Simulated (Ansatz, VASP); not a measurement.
# CaB3Sb3 in VASP and in Ansatz

The input INCAR:

```
PREC = Accurate ; ENCUT = 600
EDIFF = 1E-6 ; ISMEAR = 0
SIGMA = 0.1 ; LREAL = F
LASPH = T ; NELM = 60
ALGO = Normal ; ISIF = 3
LWAVE = F ; LCHARG = F
GGA = PE ; IBRION = 2
NSW = 100 ; EDIFFG = -0.01
```

KPOINTS

```
regular mesh
0
Gamma
  8 8 8
```

File POSCAR:

```
CaB3Sb3
1.0
    5.1516378182      0.0000000000      0.0000000000
    0.0000000000      5.1516378182      0.0000000000
    0.0000000000      0.0000000000      5.1516378182
Ca B Sb
1 3 3
Direct
    0.0000000000      0.0000000000      0.0000000000
    0.0000000000      0.5000000000      0.0000000000
    0.5000000000      0.0000000000      0.0000000000
    0.0000000000      0.0000000000      0.5000000000
    0.0000000000      0.5000000000      0.5000000000
    0.5000000000      0.0000000000      0.5000000000
    0.5000000000      0.5000000000      0.0000000000
```

Input for Ansatz:

```yaml
crystal:
  lattice:
    - [5.1516378182, 0.0, 0.0]
    - [0.0, 5.1516378182, 0.0]
    - [0.0, 0.0, 5.1516378182]
  atoms:
    - { symbol: Ca, position: [0.0, 0.0, 0.0] }
    - { symbol: B, position: [0.0, 0.5, 0.0] }
    - { symbol: B, position: [0.5, 0.0, 0.0] }
    - { symbol: B, position: [0.0, 0.0, 0.5] }
    - { symbol: Sb, position: [0.0, 0.5, 0.5] }
    - { symbol: Sb, position: [0.5, 0.0, 0.5] }
    - { symbol: Sb, position: [0.5, 0.5, 0.0] }
basis:
  ecutwfc: 420
kpoints:
  mp_grid: { grid: [8, 8, 8] }
hamiltonian:
  xc: pbe
scf:
  occupations: { method: gaussian, width: 0.1 }
output:
  forces: true
  stress: true
  eigenvalues: true
  write_density: true
  write_potential: true
  elf: true
  volumetric_format: npy
relax:
  adjacent_minimum: "off"
  f_tol: 0.01
  max_steps: 80
  cell: { stress_tol: 0.05 }
```

Alike in both runs: task relaxation of cell and atoms; functional PBE; k mesh 8 × 8 × 8; occupations gaussian, width 0.1 eV; no spin polarisation.

|  | VASP | Ansatz |
| --- | --- | --- |
| version | VASP 6.6.1 | Ansatz 0.2.0 |
| potentials or method | VASP PAW PBE potentials, release 64 (Ca_sv, B, Sb), cutoff 600 eV | scalar-relativistic, plane waves, PAW |
| valence electrons in the cell | 34 | 64 |

```tsv
	VASP	Ansatz	Ansatz less VASP
gap on the k mesh at the Fermi level, each at its own relaxed structure (eV)	none	none	-
relaxed volume (Å³/atom)	19.25	19.23	-0.016
relaxed cell length with the largest relative difference (Å)	5.127	5.125	-0.0014
```

A gap of «none» marks a metal or a gap that the smearing closes. VASP's potentials hold 34 valence electrons a cell and Ansatz's 64, so a difference there can come from the potentials and not from the codes.

Neither program's run includes spin-orbit coupling.
